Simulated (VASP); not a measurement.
# KRe3Pt2 (P-3m1) in VASP: single point with PBE

Aim: the single point of KRe3Pt2 with PBE.

Everything below comes from runs of VASP 6.6.1. Logs are shortened: lines on timing, memory, paths and dates and some standing lists are left out, and cuts for length are marked.

### Step 1. The cell of the first run

Symmetry: P-3m1, No. 164, trigonal system. Conventional cell: a = 6.117 Å, b = 6.117 Å, c = 3.540 Å, α = 90.00°, β = 90.00°, γ = 120.00°. K (site symmetry -3m) has 12 Re at 3.53 Å and 2 K at 3.54 Å and 6 Pt at 3.54 Å within 4.6 Å. Re (site symmetry 2/m) has 4 Pt at 2.33 to 2.68 Å and 4 Re at 3.06 Å within 3.1 Å. Within 3.1 Å of Pt (site symmetry 3m) lie 6 Re at 2.33 to 2.68 Å.

### Step 2. Single point, PBE

INCAR

```
SYSTEM = KRe3Pt2
ALGO = Normal
EDIFF = 1E-6
ENCUT = 520
GGA = PE
ISIF = 2
ISMEAR = 0
LASPH = .True.
LCHARG = .False.
LREAL = .False.
LWAVE = .False.
NBANDS = 34
NELM = 100
PREC = Accurate
SIGMA = 0.1
```

KPOINTS

```
k-points
0
Gamma
  3 3 6
  0 0 0
```

POSCAR

```
KRe3Pt2
1.0
    6.1169808000      0.0000000000      0.0000000000
   -3.0584904000      5.2974607600      0.0000000000
    0.0000000000      0.0000000000      3.5400279500
K Re Pt
1 3 2
Direct
    0.0000000000      0.0000000000      0.0000000000
    0.5000000000      0.0000000000      0.5000000000
    0.5000000000      0.5000000000      0.5000000000
    0.0000000000      0.5000000000      0.5000000000
    0.3333333300      0.6666666700      0.9300537000
    0.6666666700      0.3333333300      0.0699463000
```

Potentials or basis: VASP PAW PBE potentials, release 64 (K_sv, Re, Pt).

On the command line:

```sh
$ cat potpaw_PBE.64/K_sv/POTCAR potpaw_PBE.64/Re/POTCAR potpaw_PBE.64/Pt/POTCAR > POTCAR
$ mpirun -np 1 vasp_std > vasp.out
```

OUTCAR:

```text
SYSTEM = KRe3Pt2
   EDIFF = 1E-6
   ENCUT = 520
   GGA = PE
   ISIF = 2
   ISMEAR = 0
   LASPH = .True.
   LREAL = .False.
   NELM = 100
   PREC = Accurate

 ion  position               nearest neighbor table
   1  0.000  0.000  0.000-   3 3.53   4 3.53   3 3.53   4 3.53   4 3.53   4 3.53   3 3.53   3 3.53
                             2 3.53   2 3.53   2 3.53   2 3.53   6 3.54   5 3.54   6 3.54   5 3.54
   2  0.500  0.000  0.500-   5 2.33   6 2.33   6 2.68   5 2.68   4 3.06   3 3.06   3 3.06   4 3.06
                             1 3.53   1 3.53   1 3.53   1 3.53
   3  0.500  0.500  0.500-   5 2.33   6 2.33   6 2.68   5 2.68   2 3.06   2 3.06   4 3.06   4 3.06
                             1 3.53   1 3.53   1 3.53   1 3.53
   4  0.000  0.500  0.500-   5 2.33   6 2.33   6 2.68   5 2.68   2 3.06   2 3.06   3 3.06   3 3.06
                             1 3.53   1 3.53   1 3.53   1 3.53
   5  0.333  0.667  0.930-   2 2.33   4 2.33   3 2.33   2 2.68   4 2.68   3 2.68   1 3.54   1 3.54
                             1 3.54
   6  0.667  0.333  0.070-   2 2.33   4 2.33   3 2.33   2 2.68   4 2.68   3 2.68   1 3.54   1 3.54
                             1 3.54

  LATTYP: Found a hexagonal cell.
 ALAT       =     6.1169808000
 C/A-ratio  =     0.5787214421

  Lattice vectors:

 A1 = (   6.1169808000,   0.0000000000,   0.0000000000)
 A2 = (  -3.0584904000,   5.2974607600,   0.0000000000)
 A3 = (   0.0000000000,   0.0000000000,   3.5400279500)

Analysis of symmetry for initial positions (statically):
=====================================================================
 Subroutine PRICEL returns:
 Original cell was already a primitive cell.

 Routine SETGRP: Setting up the symmetry group for a
 hexagonal supercell.

 Subroutine GETGRP returns: Found 12 space group operations
 (whereof 12 operations were pure point group operations)
 out of a pool of 24 trial point group operations.

The static configuration has the point symmetry D_3d.

Analysis of symmetry for dynamics (positions and initial velocities):
=====================================================================
 Subroutine PRICEL returns:
 Original cell was already a primitive cell.

 Routine SETGRP: Setting up the symmetry group for a
 hexagonal supercell.

 Subroutine GETGRP returns: Found 12 space group operations
 (whereof 12 operations were pure point group operations)
 out of a pool of 24 trial point group operations.

The dynamic configuration has the point symmetry D_3d.

 Subroutine INISYM returns: Found 12 space group operations
 (whereof 12 operations are pure point group operations),
 and found     1 'primitive' translations

[... 92 lines left out ...]
   LREAL  =      F    real-space projection
   EDIFFG = 0.1E-04   stopping-criterion for IOM
   NSW    =      0    number of steps for IOM
[... 5 lines left out ...]
   TEBEG  =    0.0;   TEEND  =   0.0 temperature during run
   PSTRESS=    0.0 pullay stress
   NELECT =      50.0000    total number of electrons
   NUPDOWN=      -1.0000    fix difference up-down
   EMIN   =  10.00;   EMAX   =-10.00  energy-range for DOS
   EFERMI =   0.00;   METHOD = LEGACY
   ISMEAR =     0;   SIGMA  =   0.10  broadening in eV -4-tet -1-fermi 0-gaus
   EFERMI_NEDOS =   21; number of points for ismear=-14 and -15
   IALGO  =     38    algorithm
   IMIX   =      4    mixing-type and parameters
     AMIX     =   0.40;   BMIX     =  1.00
     AMIX_MAG =   1.60;   BMIX_MAG =  1.00
  volume/ion in A,a.u.               =      19.12       129.02
  Fermi-wavevector in a.u.,A,eV,Ry     =   1.241255  2.345632 20.962683  1.540714
  Thomas-Fermi vector in A             =   2.375661
   LORBIT       =      0    0 simple, 1 ext, 2 COOP (PROOUT), +10 PAW based schemes
   GGA     = PE    functional components
   LHFCALC =     F    Hartree Fock is set to
   AEXX    =    0.0000 exact exchange contribution
   IVDW    =     0    specifies the selected vdW correction
   LEPSILON=     F    determine dielectric tensor
   LRPA    =     F    only Hartree local field effects (RPA)
 non-spin polarized calculation
 Gauss-broadening in eV      SIGMA  =   0.10
  energy-cutoff  :      520.00
  volume of cell :      114.71
 maximum number of plane-waves:      3121
 NGX is ok and might be reduce to    48
   NGX = 23   NGY = 23   NGZ = 13

 number of electron      49.9999998 magnetization

 Free energy of the ion-electron system (eV)
  ---------------------------------------------------
  ext. energy  EPLUGINS =         0.00000000
  ---------------------------------------------------
  free energy    TOTEN  =       -42.20572686 eV

  energy without entropy =      -42.16897143  energy(sigma->0) =      -42.18734914

 E-fermi :   6.1506     XC(G=0): -11.5805

 val. band max:        6.1462748488   @ k =   0.0000   0.0000   0.0000
 cond. band min:       6.1992963095   @ k =   0.0000   0.0000   0.1667
 fundamental gap:      0.0530214607
 Fermi energy:         6.1505646550

 k-point     1 :       0.0000    0.0000    0.0000
  band No.  band energies     occupation
      1     -23.1645      2.00000
      2      -6.7891      2.00000
      3      -6.7891      2.00000
      4      -6.5041      2.00000
      5      -3.5769      2.00000
      6      -1.5175      2.00000
[... 507 lines left out ...]
     33       8.3621      0.00000
     34       9.9635      0.00000

------------------------ aborting loop because EDIFF is reached ----------------------------------------

  FORCE on cell =-STRESS in cart. coord.  units (eV):
  Direction    XX          YY          ZZ          XY          YZ          ZX
  --------------------------------------------------------------------------------------
  -------------------------------------------------------------------------------------
  Total       12.3971970     12.3971970     23.2548843      0.0000000      0.0000000      0.0000000
  in kB      173.1500135    173.1500130    324.7978973      0.0000000      0.0000000      0.0000000
  external PRESSURE =     223.6993079 kB  Pullay stress =       0.0000000 kB

 VOLUME and BASIS-vectors are now :
 -----------------------------------------------------------------------------
  energy-cutoff  :      520.00
  volume of cell :      114.71
      direct lattice vectors                 reciprocal lattice vectors
     6.116980800  0.000000000  0.000000000     0.163479343  0.094384843  0.000000000
    -3.058490400  5.297460760  0.000000000     0.000000000  0.188769685  0.000000000
     0.000000000  0.000000000  3.540027950     0.000000000  0.000000000  0.282483645

 POSITION                                       TOTAL-FORCE (eV/Angst)
 -----------------------------------------------------------------------------------
      0.00000      0.00000      0.00000         0.000000      0.000000      0.000000
      3.05849      0.00000      1.77001         0.000000      0.000000      0.000000
      1.52925      2.64873      1.77001         0.000000      0.000000      0.000000
     -1.52925      2.64873      1.77001         0.000000      0.000000      0.000000
     -0.00000      3.53164      3.29242        -0.000000      0.000000      5.716075
      3.05849      1.76582      0.24761         0.000000     -0.000000     -5.716075
 -----------------------------------------------------------------------------------
    total drift:                               -0.000000      0.000000     -0.000000

  FREE ENERGIE OF THE ION-ELECTRON SYSTEM (eV)
  ---------------------------------------------------
  free  energy   TOTEN  =       -42.2057268570 eV

  energy  without entropy=      -42.1689714324  energy(sigma->0) =      -42.18734914
```

OSZICAR:

```text
N       E                     dE             d eps       ncg     rms          rms(c)
DAV:   1     0.303101281081E+03    0.30310E+03   -0.23631E+04  1872   0.164E+03
DAV:   2    -0.139734612336E+02   -0.31707E+03   -0.29557E+03  1694   0.488E+02
DAV:   3    -0.427202207059E+02   -0.28747E+02   -0.26324E+02  1834   0.217E+02
DAV:   4    -0.453086766346E+02   -0.25885E+01   -0.23890E+01  1876   0.372E+01
DAV:   5    -0.455711662748E+02   -0.26249E+00   -0.25227E+00  1840   0.852E+00    0.479E+01
DAV:   6    -0.427486291378E+02    0.28225E+01   -0.70902E+00  1640   0.210E+01    0.214E+01
DAV:   7    -0.425832658702E+02    0.16536E+00   -0.37372E+00  1840   0.332E+01    0.458E+00
DAV:   8    -0.422297211307E+02    0.35354E+00   -0.11693E+00  1840   0.172E+01    0.268E+00
DAV:   9    -0.422063143047E+02    0.23407E-01   -0.13871E-01  1664   0.297E+00    0.531E-01
DAV:  10    -0.422057144119E+02    0.59989E-03   -0.79745E-03  1736   0.165E+00    0.186E-01
DAV:  11    -0.422057484816E+02   -0.34070E-04   -0.11230E-03  1816   0.405E-01    0.916E-02
DAV:  12    -0.422057262844E+02    0.22197E-04   -0.20906E-04  1824   0.192E-01    0.209E-02
DAV:  13    -0.422057274597E+02   -0.11752E-05   -0.20185E-05  1768   0.397E-02    0.775E-03
DAV:  14    -0.422057268570E+02    0.60270E-06   -0.57226E-07   888   0.220E-02
   1 F= -.42205727E+02 E0= -.42187349E+02  d E =-.367554E-01
```

stdout:

```text
POSCAR found type information on POSCAR K RePt
 POSCAR found :  3 types and       6 ions
 scaLAPACK will be used
 LDA part: xc-table for (Slater+PW92), standard interpolation
 POSCAR, INCAR and KPOINTS ok, starting setup
 FFT: planning ... GRIDC
 FFT: planning ... GRID_SOFT
 FFT: planning ... GRID
 WAVECAR not read
 entering main loop
```

It took 72 s on 1 thread of Intel Xeon Platinum 8259CL at 2.50GHz (Skylake/Cascade Lake), shared host; peak memory 0.27 GiB.

Results:

```
Free energy            : -42.2057 eV
Pressure               : 22.4 GPa
Largest force          : 5.716 eV/Å
Band gap on the k mesh : zero (bands 25 and 26 overlap by 0.61 eV)
```

Forces in eV/Å, atoms in the order of the input:
```
K    0.000  0.000  0.000
Re   0.000  0.000  0.000
Re   0.000  0.000  0.000
Re   0.000  0.000  0.000
Pt   0.000  0.000  5.716
Pt   0.000  0.000 -5.716
```

Levels at points of the mesh, in eV from the Fermi level:
```csv
k point,band 21,band 22,band 23,band 24,band 25,band 26,band 27,band 28,band 29,band 30
"(0.00, 0.00, 0.00)",-1.18,-1.18,0.00,0.00,0.30,0.77,0.77,1.32,1.85,1.85
"(0.00, 0.00, 0.50)",-1.48,-1.48,-0.59,0.30,0.30,0.45,0.86,1.39,1.39,1.55
```

Caveat: the k points lie up to 0.40 Å⁻¹ apart, too coarse for converged energies and pressures of a metal; spin-orbit coupling is left out, which moves the levels of the heavy elements; forces of over 1 eV/Å act on the atoms, so gaps and moduli don't describe the material at rest.

The gap in the log of VASP goes by the Fermi energy; the results here count the filled bands.